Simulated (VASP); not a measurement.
# SnO2 (I4_1/amd) in VASP: single point with PBEsol

Aim: the single point of SnO2 with PBEsol.

Everything below comes from runs of VASP 6.6.1. Logs are shortened: lines on timing, memory, paths and dates and some standing lists are left out, and cuts for length are marked.

## 1. The cell of the first run

Symmetry: I4_1/amd, No. 141, tetragonal system. The conventional cell has a = 4.010 Å, b = 4.010 Å, c = 10.249 Å, α = 90.00°, β = 90.00°, γ = 90.00°. Sn (site symmetry -4m2) has 6 O at 2.06 to 2.08 Å within 2.7 Å. Within 2.7 Å of O (site symmetry 2mm) lie 3 Sn at 2.06 to 2.08 Å and 2 O at 2.56 Å.

## 2. Single point, PBEsol

Input file INCAR:

```
ALGO     = Normal         # electronic algorithm
EDIFF    = 1E-6           # SCF threshold, eV
ENCUT    = 520            # plane-wave cutoff, eV
GGA      = PS             # functional
ISIF     = 2              # what is computed and relaxed
ISMEAR   = 0              # smearing method
LASPH    = T              # aspherical terms in the spheres
LCHARG   = F              # write CHGCAR
LREAL    = F              # projectors in reciprocal space
LWAVE    = F              # write WAVECAR
NBANDS   = 35             # bands
NELM     = 100            # most SCF steps
PREC     = Accurate       # precision mode
SIGMA    = 0.05           # smearing width, eV
```

Input file KPOINTS:

```
k-points
0
Gamma
  10 10 10
```

Input file POSCAR:

```
SnO2
1.0
   -2.0051882607      2.0051882607      5.1245971788
    2.0051882607     -2.0051882607      5.1245971788
    2.0051882607      2.0051882607     -5.1245971788
Sn O
2 4
Direct
    0.7500000000      0.2500000000      0.5000000000
    0.0000000000      0.0000000000      0.0000000000
    0.7971321225      0.7971321225      0.0000000000
    0.9528678775      0.4528678775      0.5000000000
    0.2028678775      0.2028678775      0.0000000000
    0.5471321225      0.0471321225      0.5000000000
```

Potentials or basis: VASP PAW PBE potentials, release 64 (Sn_d, O).

On the command line:

```bash
$ cat potpaw_PBE.64/Sn_d/POTCAR potpaw_PBE.64/O/POTCAR > POTCAR
$ mpirun -np 1 vasp_std > vasp.out
```

OUTCAR:

```text
EDIFF = 1E-6
   ENCUT = 520
   GGA = PS
   ISIF = 2
   ISMEAR = 0
   LASPH = T
   LREAL = F
   NELM = 100
   PREC = Accurate

 ion  position               nearest neighbor table
   1  0.750  0.250  0.500-   3 2.06   5 2.06   3 2.06   5 2.06   4 2.08   6 2.08   2 3.25   2 3.25
                             2 3.25   2 3.25
   2  0.000  0.000  0.000-   6 2.06   4 2.06   6 2.06   4 2.06   3 2.08   5 2.08   1 3.25   1 3.25
                             1 3.25   1 3.25
   3  0.797  0.797  0.000-   1 2.06   1 2.06   2 2.08
   4  0.953  0.453  0.500-   2 2.06   2 2.06   1 2.08
   5  0.203  0.203  0.000-   1 2.06   1 2.06   2 2.08
   6  0.547  0.047  0.500-   2 2.06   2 2.06   1 2.08

  LATTYP: Found a body centered tetragonal cell.
 ALAT       =     4.0103765214
 C/A-ratio  =     2.5556688513

  Lattice vectors:

 A1 = (  -2.0051882607,   2.0051882607,   5.1245971788)
 A2 = (   2.0051882607,  -2.0051882607,   5.1245971788)
 A3 = (   2.0051882607,   2.0051882607,  -5.1245971788)

Analysis of symmetry for initial positions (statically):
=====================================================================
 Subroutine PRICEL returns:
 Original cell was already a primitive cell.

 Routine SETGRP: Setting up the symmetry group for a
 body centered tetragonal supercell.

 Subroutine GETGRP returns: Found 16 space group operations
 (whereof  8 operations were pure point group operations)
 out of a pool of 16 trial point group operations.

The static configuration has the point symmetry D_2d.
 The point group associated with its full space group is D_4h.

Analysis of symmetry for dynamics (positions and initial velocities):
=====================================================================
 Subroutine PRICEL returns:
 Original cell was already a primitive cell.

 Routine SETGRP: Setting up the symmetry group for a
 body centered tetragonal supercell.

 Subroutine GETGRP returns: Found 16 space group operations
 (whereof  8 operations were pure point group operations)
 out of a pool of 16 trial point group operations.

The dynamic configuration has the point symmetry D_2d.
 The point group associated with its full space group is D_4h.

 Subroutine INISYM returns: Found 16 space group operations
 (whereof  8 operations are pure point group operations),
 and found     1 'primitive' translations

----------------------------------------------------------------------------------------

                                     Primitive cell

  volume of cell :      82.4195

  direct lattice vectors                    reciprocal lattice vectors
    -2.005188261  2.005188261  5.124597179     0.000000000  0.249353145  0.097568644
     2.005188261 -2.005188261  5.124597179     0.249353145  0.000000000  0.097568644
     2.005188261  2.005188261 -5.124597179     0.249353145  0.249353145  0.000000000

  length of vectors
     5.856881095  5.856881095  5.856881095     0.267762267  0.267762267  0.352638600

  position of ions in fractional coordinates (direct lattice)
     0.750000000  0.250000000  0.500000000
     0.000000000  0.000000000  0.000000000
     0.797132123  0.797132123  0.000000000
     0.952867877  0.452867877  0.500000000
     0.202867877  0.202867877  0.000000000
     0.547132123  0.047132123  0.500000000

  ion indices of the primitive-cell ions
   primitive index   ion index
                 1           1
                 2           2
                 3           3
                 4           4
                 5           5
                 6           6

----------------------------------------------------------------------------------------

 KPOINTS: k-points

Automatic generation of k-mesh.
 Grid dimensions read from file:
 generate k-points for:   10   10   10

 Generating k-lattice:

  Cartesian coordinates                     Fractional coordinates (reciprocal lattice)
     0.000000000  0.024935315  0.009756864     0.100000000  0.000000000  0.000000000
     0.024935315  0.000000000  0.009756864     0.000000000  0.100000000  0.000000000
     0.024935315  0.024935315  0.000000000     0.000000000  0.000000000  0.100000000

  Length of vectors
     0.026776227  0.026776227  0.035263860

  Shift w.r.t. Gamma in fractional coordinates (k-lattice)
     0.000000000  0.000000000  0.000000000

 Subroutine IBZKPT returns following result:
 ===========================================

 Found    102 irreducible k-points:

 Following reciprocal coordinates:
            Coordinates               Weight
  0.000000  0.000000  0.000000      1.000000
  0.100000  0.000000  0.000000      8.000000
  0.200000  0.000000  0.000000      8.000000
  0.300000 -0.000000  0.000000      8.000000
  0.400000  0.000000  0.000000      8.000000
  0.500000  0.000000  0.000000      4.000000
[... 16 lines left out ...]
  0.300000  0.300000  0.000000      8.000000
  0.400000  0.300000  0.000000     16.000000
 [... further k-points ...]
   k-points           NKPTS =    102   k-points in BZ     NKDIM =    102   number of bands    NBANDS=     35
   number of dos      NEDOS =    301   number of ions     NIONS =      6
   total plane-waves  NPLWV = 110592
   dimension x,y,z NGX =    48 NGY =   48 NGZ =   48
   dimension x,y,z NGXF=    96 NGYF=   96 NGZF=   96
   ions per type =               2   4
   NGX,Y,Z   is equivalent  to a cutoff of  13.62, 13.62, 13.62 a.u.
   NGXF,Y,Z  is equivalent  to a cutoff of  27.25, 27.25, 27.25 a.u.
 SYSTEM =  unknown system
   PREC   = accura    normal or accurate (medium, high low for compatibility)
   ISTART =      0    job   : 0-new  1-cont  2-samecut
   ICHARG =      2    charge: 1-file 2-atom 10-const
   ISPIN  =      1    spin polarized calculation?
   LNONCOLLINEAR =      F non collinear calculations
   LSORBIT =      F    spin-orbit coupling
   LASPH  =      T    aspherical Exc in radial PAW
   ENCUT  =  520.0 eV  38.22 Ry    6.18 a.u.  10.89 10.89 10.89*2*pi/ulx,y,z
   NELM   =    100;   NELMIN=  2; NELMDL= -5     # of ELM steps
   EDIFF  = 0.1E-05   stopping-criterion for ELM
   LREAL  =      F    real-space projection
   EDIFFG = 0.1E-04   stopping-criterion for IOM
   NSW    =      0    number of steps for IOM
   IBRION =     -1    ionic relax: 0-MD 1-quasi-New 2-CG
   NFREE  =      0    steps in history (QN), initial steepest desc. (CG)
   ISIF   =      2    stress and relaxation
   ISYM   =      2    0-nonsym 1-usesym 2-fastsym
   POTIM  = 0.5000    time-step for ionic-motion
   TEBEG  =    0.0;   TEEND  =   0.0 temperature during run
   PSTRESS=    0.0 pullay stress
   NELECT =      52.0000    total number of electrons
   NUPDOWN=      -1.0000    fix difference up-down
   EMIN   =  10.00;   EMAX   =-10.00  energy-range for DOS
   EFERMI =   0.00;   METHOD = LEGACY
   ISMEAR =     0;   SIGMA  =   0.05  broadening in eV -4-tet -1-fermi 0-gaus
   EFERMI_NEDOS =   21; number of points for ismear=-14 and -15
   IALGO  =     38    algorithm
   IMIX   =      4    mixing-type and parameters
     AMIX     =   0.40;   BMIX     =  1.00
     AMIX_MAG =   1.60;   BMIX_MAG =  1.00
  volume/ion in A,a.u.               =      13.74        92.70
  Fermi-wavevector in a.u.,A,eV,Ry     =   1.404104  2.653372 26.823994  1.971508
  Thomas-Fermi vector in A             =   2.526699
   LORBIT       =      0    0 simple, 1 ext, 2 COOP (PROOUT), +10 PAW based schemes
   GGA     = PS    functional components
   LHFCALC =     F    Hartree Fock is set to
   AEXX    =    0.0000 exact exchange contribution
   IVDW    =     0    specifies the selected vdW correction
   LEPSILON=     F    determine dielectric tensor
   LRPA    =     F    only Hartree local field effects (RPA)
 non-spin polarized calculation
 Gauss-broadening in eV      SIGMA  =   0.05
  energy-cutoff  :      520.00
  volume of cell :       82.42
 maximum number of plane-waves:      2260
 NGX is ok and might be reduce to    48
   NGX = 21   NGY = 21   NGZ = 21

 number of electron      52.0000005 magnetization

 Free energy of the ion-electron system (eV)
  ---------------------------------------------------
  ext. energy  EPLUGINS =         0.00000000
  ---------------------------------------------------
  free energy    TOTEN  =       -39.22258816 eV

  energy without entropy =      -39.22258816  energy(sigma->0) =      -39.22258816

 E-fermi :   4.1629     XC(G=0): -10.5217

 val. band max:        3.8582487006   @ k =  -0.4000   0.4000   0.0000
 cond. band min:       5.3976108443   @ k =   0.0000   0.0000   0.0000
 fundamental gap:      1.5393621437
 Fermi energy:         4.1628849529

 k-point     1 :       0.0000    0.0000    0.0000
  band No.  band energies     occupation
      1     -16.4490      2.00000
      2     -16.4225      2.00000
      3     -16.2841      2.00000
      4     -15.7410      2.00000
      5     -15.6294      2.00000
      6     -15.6294      2.00000
[... 27 lines left out ...]
     34      16.0652      0.00000
     35      16.0736      0.00000

 k-point     2 :       0.1000    0.0000    0.0000
  band No.  band energies     occupation
      1     -16.4702      2.00000
      2     -16.3671      2.00000
      3     -16.2717      2.00000
      4     -15.7450      2.00000
      5     -15.6318      2.00000
      6     -15.6272      2.00000
[... 27 lines left out ...]
     34      15.6197      0.00000
     35      15.8861      0.00000

 k-point     3 :       0.2000    0.0000    0.0000
  band No.  band energies     occupation
      1     -16.4765      2.00000
      2     -16.2995      2.00000
      3     -16.2090      2.00000
      4     -15.7555      2.00000
      5     -15.6378      2.00000
      6     -15.6213      2.00000
[... 27 lines left out ...]
     34      15.1869      0.00000
     35      15.4942      0.00000
[... 723 lines left out ...]
 k-point    23 :       0.3000    0.3000    0.0000
  band No.  band energies     occupation
      1     -16.3519      2.00000
      2     -16.2211      2.00000
      3     -15.9141      2.00000
      4     -15.7093      2.00000
      5     -15.6618      2.00000
      6     -15.5740      2.00000
[... 27 lines left out ...]
     34      15.0205      0.00000
     35      16.1335      0.00000

 k-point    24 :       0.4000    0.3000    0.0000
  band No.  band energies     occupation
      1     -16.3001      2.00000
      2     -16.1761      2.00000
      3     -15.8643      2.00000
      4     -15.7194      2.00000
      5     -15.6628      2.00000
      6     -15.5525      2.00000
[... 27 lines left out ...]
     34      15.0619      0.00000
     35      16.3938      0.00000

 [... further k-points ...]
[... 5 lines left out ...]
  --------------------------------------------------------------------------------------
  -------------------------------------------------------------------------------------
  Total        0.3011429      0.3011429      0.4402817      0.0000000     -0.0000000      0.0000000
  in kB        5.8540054      5.8540054      8.5587664      0.0000000     -0.0000000      0.0000000
  external PRESSURE =       6.7555924 kB  Pullay stress =       0.0000000 kB

 VOLUME and BASIS-vectors are now :
 -----------------------------------------------------------------------------
  energy-cutoff  :      520.00
  volume of cell :       82.42
      direct lattice vectors                 reciprocal lattice vectors
    -2.005188261  2.005188261  5.124597179     0.000000000  0.249353145  0.097568644
     2.005188261 -2.005188261  5.124597179     0.249353145  0.000000000  0.097568644
     2.005188261  2.005188261 -5.124597179     0.249353145  0.249353145  0.000000000

 POSITION                                       TOTAL-FORCE (eV/Angst)
 -----------------------------------------------------------------------------------
      0.00000      2.00519      2.56230        -0.000000     -0.000000      0.000000
      0.00000      0.00000      0.00000        -0.000000     -0.000000      0.000000
      0.00000      0.00000      8.16996        -0.000000     -0.000000     -0.032385
      0.00000      2.00519      4.64153         0.000000      0.000000      0.032385
      0.00000      0.00000      2.07923         0.000000      0.000000      0.032385
      0.00000      2.00519      0.48307        -0.000000     -0.000000     -0.032385
 -----------------------------------------------------------------------------------
    total drift:                                0.000000     -0.000000      0.000000

  FREE ENERGIE OF THE ION-ELECTRON SYSTEM (eV)
  ---------------------------------------------------
  free  energy   TOTEN  =       -39.2225881550 eV

  energy  without entropy=      -39.2225881550  energy(sigma->0) =      -39.22258816
```

Run time: 8.3 min. Hardware: 1 thread of Intel Xeon Platinum 8375C at 2.90GHz (Ice Lake), shared host; peak memory 0.45 GiB.

Results:

```
Free energy            : -39.2226 eV
Pressure               : 0.7 GPa
Largest force          : 0.032 eV/Å
Band gap on the k mesh : 1.54 eV (least direct gap 1.91 eV)
```

Forces on the atoms (eV/Å):
```
Sn   0.000  0.000  0.000
Sn   0.000  0.000  0.000
O    0.000  0.000 -0.032
O    0.000  0.000  0.032
O    0.000  0.000  0.032
O    0.000  0.000 -0.032
```

Caveat: the PAW data sets were made with another functional, which shifts forces and pressure a little; spin-orbit coupling is left out, which moves the levels of the heavy elements.
